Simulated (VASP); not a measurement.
# Mg3CdSe4 (I4/mmm) in VASP: a series of runs, part 2 of 2

VASP 6.6.1. Earlier steps stand in the parts before.

## Step 3: Single point, PBE

This run uses another cell than the first one, of 23.50 Å³/atom, 1.084 times its volume.

INCAR

```
SYSTEM = Mg3CdSe4
PREC = Accurate
ENCUT = 520
EDIFF = 1E-6
ISMEAR = 0
SIGMA = 0.1
LREAL = .FALSE.
LASPH = .TRUE.
NELM = 80
ALGO = Normal
ISIF = 2
LWAVE = .FALSE.
LCHARG = .FALSE.
GGA = PE
NBANDS = 31
```

KPOINTS

```
regular mesh
0
G
  4 4 4
  0 0 0
```

POSCAR

```
Mg3CdSe4
1.0
   -2.8644189000      2.8644189000      5.7288378000
    2.8644189000     -2.8644189000      5.7288378000
    2.8644189000      2.8644189000     -5.7288378000
Mg Cd Se
3 1 4
Direct
    0.7500000000      0.2500000000      0.5000000000
    0.2500000000      0.7500000000      0.5000000000
    0.0000000000      0.0000000000      0.0000000000
    0.5000000000      0.5000000000      0.0000000000
    0.0000000000      0.5000000000      0.5000000000
    0.7500000000      0.7500000000      0.0000000000
    0.5000000000      0.0000000000      0.5000000000
    0.2500000000      0.2500000000      0.0000000000
```

Potentials or basis: VASP PAW PBE potentials, release 64 (Mg, Cd, Se).

Started as:

```bash
$ cat potpaw_PBE.64/Mg/POTCAR potpaw_PBE.64/Cd/POTCAR potpaw_PBE.64/Se/POTCAR > POTCAR
$ mpirun -np 1 vasp_std > vasp.out
```

OUTCAR:

```text
SYSTEM = Mg3CdSe4
   PREC = Accurate
   ENCUT = 520
   EDIFF = 1E-6
   ISMEAR = 0
   LREAL = .FALSE.
   LASPH = .TRUE.
   NELM = 80
   ISIF = 2
   GGA = PE

 ion  position               nearest neighbor table
   1  0.750  0.250  0.500-   5 2.86   6 2.86   7 2.86   8 2.86   6 2.86   8 2.86
   2  0.250  0.750  0.500-   5 2.86   6 2.86   7 2.86   8 2.86   8 2.86   6 2.86
   3  0.000  0.000  0.000-   5 2.86   6 2.86   7 2.86   8 2.86   5 2.86   7 2.86
   4  0.500  0.500  0.000-   5 2.86   6 2.86   7 2.86   8 2.86   7 2.86   5 2.86
   5  0.000  0.500  0.500-   1 2.86   2 2.86   3 2.86   4 2.86   3 2.86   4 2.86
   6  0.750  0.750  0.000-   1 2.86   2 2.86   3 2.86   4 2.86   1 2.86   2 2.86
   7  0.500  0.000  0.500-   1 2.86   2 2.86   3 2.86   4 2.86   4 2.86   3 2.86
   8  0.250  0.250  0.000-   1 2.86   2 2.86   3 2.86   4 2.86   2 2.86   1 2.86

  LATTYP: Found a body centered tetragonal cell.
 ALAT       =     5.7288378000
 C/A-ratio  =     2.0000000000

  Lattice vectors:

 A1 = (  -2.8644189000,   2.8644189000,   5.7288378000)
 A2 = (   2.8644189000,  -2.8644189000,   5.7288378000)
 A3 = (   2.8644189000,   2.8644189000,  -5.7288378000)

Analysis of symmetry for initial positions (statically):
=====================================================================
 Subroutine PRICEL returns:
 Original cell was already a primitive cell.

 Routine SETGRP: Setting up the symmetry group for a
 body centered tetragonal supercell.

 Subroutine GETGRP returns: Found 16 space group operations
 (whereof 16 operations were pure point group operations)
 out of a pool of 16 trial point group operations.

The static configuration has the point symmetry D_4h.

Analysis of symmetry for dynamics (positions and initial velocities):
=====================================================================
 Subroutine PRICEL returns:
 Original cell was already a primitive cell.

 Routine SETGRP: Setting up the symmetry group for a
 body centered tetragonal supercell.

 Subroutine GETGRP returns: Found 16 space group operations
 (whereof 16 operations were pure point group operations)
 out of a pool of 16 trial point group operations.

The dynamic configuration has the point symmetry D_4h.

 Subroutine INISYM returns: Found 16 space group operations
 (whereof 16 operations are pure point group operations),
 and found     1 'primitive' translations

----------------------------------------------------------------------------------------

                                     Primitive cell

  volume of cell :     188.0181

  direct lattice vectors                    reciprocal lattice vectors
    -2.864418900  2.864418900  5.728837800     0.000000000  0.174555474  0.087277737
     2.864418900 -2.864418900  5.728837800     0.174555474  0.000000000  0.087277737
     2.864418900  2.864418900 -5.728837800     0.174555474  0.174555474  0.000000000

  length of vectors
     7.016364715  7.016364715  7.016364715     0.195158953  0.195158953  0.246858719

  position of ions in fractional coordinates (direct lattice)
     0.750000000  0.250000000  0.500000000
     0.250000000  0.750000000  0.500000000
     0.000000000  0.000000000  0.000000000
     0.500000000  0.500000000  0.000000000
     0.000000000  0.500000000  0.500000000
     0.750000000  0.750000000  0.000000000
     0.500000000  0.000000000  0.500000000
     0.250000000  0.250000000  0.000000000

[... 51 lines left out ...]
  0.500000  0.500000  0.500000      1.000000
   k-points           NKPTS =     13   k-points in BZ     NKDIM =     13   number of bands    NBANDS=     31
   number of dos      NEDOS =    301   number of ions     NIONS =      8
   total plane-waves  NPLWV = 157464
   dimension x,y,z NGX =    54 NGY =   54 NGZ =   54
   dimension x,y,z NGXF=   108 NGYF=  108 NGZF=  108
   ions per type =               3   1   4
   NGX,Y,Z   is equivalent  to a cutoff of  12.79, 12.79, 12.79 a.u.
   NGXF,Y,Z  is equivalent  to a cutoff of  25.59, 25.59, 25.59 a.u.
 SYSTEM =  Mg3CdSe4
   PREC   = accura    normal or accurate (medium, high low for compatibility)
   ISTART =      0    job   : 0-new  1-cont  2-samecut
   ICHARG =      2    charge: 1-file 2-atom 10-const
   ISPIN  =      1    spin polarized calculation?
   LNONCOLLINEAR =      F non collinear calculations
   LSORBIT =      F    spin-orbit coupling
   LASPH  =      T    aspherical Exc in radial PAW
   ENCUT  =  520.0 eV  38.22 Ry    6.18 a.u.  13.05 13.05 13.05*2*pi/ulx,y,z
   NELM   =     80;   NELMIN=  2; NELMDL= -5     # of ELM steps
   EDIFF  = 0.1E-05   stopping-criterion for ELM
   LREAL  =      F    real-space projection
   EDIFFG = 0.1E-04   stopping-criterion for IOM
   NSW    =      0    number of steps for IOM
   IBRION =     -1    ionic relax: 0-MD 1-quasi-New 2-CG
   NFREE  =      0    steps in history (QN), initial steepest desc. (CG)
   ISIF   =      2    stress and relaxation
   ISYM   =      2    0-nonsym 1-usesym 2-fastsym
   POTIM  = 0.5000    time-step for ionic-motion
   TEBEG  =    0.0;   TEEND  =   0.0 temperature during run
   PSTRESS=    0.0 pullay stress
   NELECT =      42.0000    total number of electrons
   NUPDOWN=      -1.0000    fix difference up-down
   EMIN   =  10.00;   EMAX   =-10.00  energy-range for DOS
   EFERMI =   0.00;   METHOD = LEGACY
   ISMEAR =     0;   SIGMA  =   0.10  broadening in eV -4-tet -1-fermi 0-gaus
   EFERMI_NEDOS =   21; number of points for ismear=-14 and -15
   IALGO  =     38    algorithm
   IMIX   =      4    mixing-type and parameters
     AMIX     =   0.40;   BMIX     =  1.00
     AMIX_MAG =   1.60;   BMIX_MAG =  1.00
  volume/ion in A,a.u.               =      23.50       158.60
  Fermi-wavevector in a.u.,A,eV,Ry     =   0.993325  1.877112 13.424797  0.986695
  Thomas-Fermi vector in A             =   2.125199
   LORBIT       =      0    0 simple, 1 ext, 2 COOP (PROOUT), +10 PAW based schemes
   GGA     = PE    functional components
   LHFCALC =     F    Hartree Fock is set to
   AEXX    =    0.0000 exact exchange contribution
   IVDW    =     0    specifies the selected vdW correction
   LEPSILON=     F    determine dielectric tensor
   LRPA    =     F    only Hartree local field effects (RPA)
 non-spin polarized calculation
 Gauss-broadening in eV      SIGMA  =   0.10
  energy-cutoff  :      520.00
  volume of cell :      188.02
 maximum number of plane-waves:      5098
 NGX is ok and might be reduce to    54
   NGX = 27   NGY = 27   NGZ = 27

 number of electron      42.0000003 magnetization

 Free energy of the ion-electron system (eV)
  ---------------------------------------------------
  ext. energy  EPLUGINS =         0.00000000
  ---------------------------------------------------
  free energy    TOTEN  =       -27.32921304 eV

  energy without entropy =      -27.32900368  energy(sigma->0) =      -27.32910836

 E-fermi :   2.5545     XC(G=0):  -9.1875

 val. band max:        2.3695798026   @ k =   0.5000   0.5000   0.0000
 cond. band min:       2.7035245645   @ k =   0.5000   0.5000   0.5000
 fundamental gap:      0.3339447618
 Fermi energy:         2.5545046295

 k-point     1 :       0.0000    0.0000    0.0000
  band No.  band energies     occupation
      1     -10.2531      2.00000
      2      -9.3309      2.00000
      3      -9.2969      2.00000
      4      -9.1579      2.00000
      5      -5.4324      2.00000
      6      -5.4324      2.00000
[... 431 lines left out ...]
     30       8.5414      0.00000
     31       8.6138      0.00000

------------------------ aborting loop because EDIFF is reached ----------------------------------------

  FORCE on cell =-STRESS in cart. coord.  units (eV):
  Direction    XX          YY          ZZ          XY          YZ          ZX
  --------------------------------------------------------------------------------------
  -------------------------------------------------------------------------------------
  Total       -4.8301859     -4.8301859     -4.7093791      0.0000000      0.0000000      0.0000000
  in kB      -41.1599508    -41.1599508    -40.1305081      0.0000000      0.0000000      0.0000000
  external PRESSURE =     -40.8168032 kB  Pullay stress =       0.0000000 kB

 VOLUME and BASIS-vectors are now :
 -----------------------------------------------------------------------------
  energy-cutoff  :      520.00
  volume of cell :      188.02
      direct lattice vectors                 reciprocal lattice vectors
    -2.864418900  2.864418900  5.728837800     0.000000000  0.174555474  0.087277737
     2.864418900 -2.864418900  5.728837800     0.174555474  0.000000000  0.087277737
     2.864418900  2.864418900 -5.728837800     0.174555474  0.174555474  0.000000000

 POSITION                                       TOTAL-FORCE (eV/Angst)
 -----------------------------------------------------------------------------------
      0.00000      2.86442      2.86442        -0.000000     -0.000000     -0.000000
      2.86442      0.00000      2.86442        -0.000000     -0.000000     -0.000000
      0.00000      0.00000      0.00000        -0.000000     -0.000000      0.000000
      0.00000      0.00000      5.72884        -0.000000     -0.000000      0.000000
      2.86442      0.00000      0.00000        -0.000000     -0.000000      0.000000
      0.00000      0.00000      8.59326         0.000000      0.000000      0.294394
      0.00000      2.86442      0.00000        -0.000000     -0.000000      0.000000
      0.00000      0.00000      2.86442         0.000000      0.000000     -0.294394
 -----------------------------------------------------------------------------------
    total drift:                                0.000000     -0.000000      0.000000

  FREE ENERGIE OF THE ION-ELECTRON SYSTEM (eV)
  ---------------------------------------------------
  free  energy   TOTEN  =       -27.3292130438 eV

  energy  without entropy=      -27.3290036843  energy(sigma->0) =      -27.32910836
```

Run time: 2.7 min. Hardware: 1 thread of Intel Xeon Platinum 8259CL at 2.50GHz (Skylake/Cascade Lake), shared host; peak memory 0.44 GiB.

What came out:

- Free energy: -27.3292 eV
- Pressure: -4.1 GPa
- Largest force: 0.294 eV/Å
- Band gap on the k mesh: 0.33 eV, indirect (least direct gap 0.92 eV)

Forces on the atoms (eV/Å):
```
Mg   0.000  0.000  0.000
Mg   0.000  0.000  0.000
Mg   0.000  0.000  0.000
Cd   0.000  0.000  0.000
Se   0.000  0.000  0.000
Se   0.000  0.000  0.294
Se   0.000  0.000  0.000
Se   0.000  0.000 -0.294
```

A k mesh can miss the band edges.

## Step 4: Relaxation of cell and atoms, PBE

This run uses another cell than the first one, of 23.50 Å³/atom, 1.084 times its volume.

INCAR

```
SYSTEM = Mg3CdSe4
PREC     = Accurate       ! precision mode
ENCUT    = 600            ! plane-wave cutoff, eV
EDIFF    = 1E-7           ! SCF threshold, eV
ISMEAR   = 0              ! smearing method
SIGMA    = 0.1            ! smearing width, eV
LREAL    = .FALSE.        ! projectors in reciprocal space
LASPH    = .TRUE.         ! aspherical terms in the spheres
NELM     = 60             ! most SCF steps
ALGO     = Normal         ! electronic algorithm
ISIF     = 3              ! what is computed and relaxed
LWAVE    = .FALSE.        ! write WAVECAR
LCHARG   = .FALSE.        ! write CHGCAR
GGA      = PE             ! functional
IBRION   = 2              ! ionic algorithm
NSW      = 90             ! ionic steps
EDIFFG   = -0.04          ! ionic threshold
```

KPOINTS

```
Automatic mesh
0
G
  4 4 4
  0 0 0
```

POSCAR is that of step 3.

Started as:

```bash
$ cat potpaw_PBE.64/Mg/POTCAR potpaw_PBE.64/Cd/POTCAR potpaw_PBE.64/Se/POTCAR > POTCAR
$ mpirun -np 1 vasp_std > vasp.out
```

Run time: 8.4 min. Hardware: 1 thread of Intel Xeon Platinum 8259CL at 2.50GHz (Skylake/Cascade Lake), shared host; peak memory 0.5 GiB.

It converged, with:

```
Free energy                            : -27.5553 eV
Relaxed volume                         : 21.65 Å³/atom
Relaxed cell                           : a = 6.831 Å, b = 6.831 Å, c = 6.831 Å, α = 131.87°, β = 131.87°, γ = 70.43°
Space group after relaxing (to 0.05 Å) : I4/mmm (No. 139)
Energy gained by relaxing              : 28.3 meV/atom
Ionic steps                            : 5
Pressure after relaxing                : 0.1 GPa
Band gap on the k mesh                 : 0.26 eV, indirect (least direct gap 0.99 eV)
```

Forces on the atoms (eV/Å):
```
Mg   0.000  0.000  0.000
Mg   0.000  0.000  0.000
Mg   0.000  0.000  0.000
Cd   0.000  0.000  0.000
Se   0.000  0.000  0.000
Se   0.000  0.000  0.003
Se   0.000  0.000  0.000
Se   0.000  0.000 -0.003
```

The path:
| step | energy change (eV) | largest force (eV/Å) | pressure (GPa) | volume (Å³) |
| --- | --- | --- | --- | --- |
| 1 | 0.0000 | 0.2943 | -4.09 | 188.02 |
| 2 | -0.2039 | 0.3340 | 0.54 | 172.14 |
| 3 | -0.2056 | 0.3312 | 0.11 | 173.33 |
| 4 | -0.2148 | 0.2461 | 0.09 | 173.29 |
| 5 | -0.2263 | 0.0025 | 0.09 | 173.17 |

Final structure:
```cif
data_structure
_symmetry_space_group_name_H-M 'P 1'
_symmetry_Int_Tables_number 1
_cell_length_a 6.8307
_cell_length_b 6.8307
_cell_length_c 6.8307
_cell_angle_alpha 131.872
_cell_angle_beta 131.872
_cell_angle_gamma 70.431
_cell_volume 173.17
loop_
_atom_site_label
_atom_site_type_symbol
_atom_site_fract_x
_atom_site_fract_y
_atom_site_fract_z
_atom_site_occupancy
Mg1 Mg 0.75000 0.25000 0.50000 1
Mg2 Mg 0.25000 0.75000 0.50000 1
Mg3 Mg 0.00000 0.00000 0.00000 1
Cd1 Cd 0.50000 0.50000 0.00000 1
Se1 Se 0.00000 0.50000 0.50000 1
Se2 Se 0.75674 0.75674 0.00000 1
Se3 Se 0.50000 0.00000 0.50000 1
Se4 Se 0.24326 0.24326 0.00000 1
```

Levels at points of the mesh, in eV from the valence-band top:
```tsv
k point	band 19	band 20	band 21	band 22	band 23	band 24
(0.00, 0.00, 0.00)	-0.46	-0.46	-0.46	0.53	1.62	3.75
(0.50, 0.00, 0.00)	-1.63	-1.06	-0.72	3.38	3.73	4.18
(0.50, 0.50, 0.00)	-0.85	-0.49	0.00	3.26	3.28	4.15
(0.50, 0.50, 0.50)	-1.44	-1.32	-1.32	0.26	1.28	3.25
```

## Step 5: The runs side by side

| task | cell | cutoff (eV) | gap on the mesh (eV) | pressure (GPa) | largest force (eV/Å) |
| --- | --- | --- | --- | --- | --- |
| single point | a = 6.836 Å, angles 131.9, 131.9, 70.4°, 8 atoms | 520 | 0.26 | 0.0 | 0.01 |
| single point | a = 7.016 Å, angles 131.8, 131.8, 70.5°, 8 atoms | 520 | 0.33 | -4.1 | 0.29 |
| relaxation of cell and atoms | relaxed from a = 7.016 Å, angles 131.8, 131.8, 70.5°, 8 atoms | 600 | 0.26 | 0.1 | - |

Alike in all rows: level PBE; potentials or basis VASP PAW PBE potentials, release 64 (Mg, Cd, Se); no spin polarisation; k mesh 4 × 4 × 4; smearing gaussian 0.1 eV.

Total energies depend on the potentials used, so only differences within one code and one set of settings carry meaning.
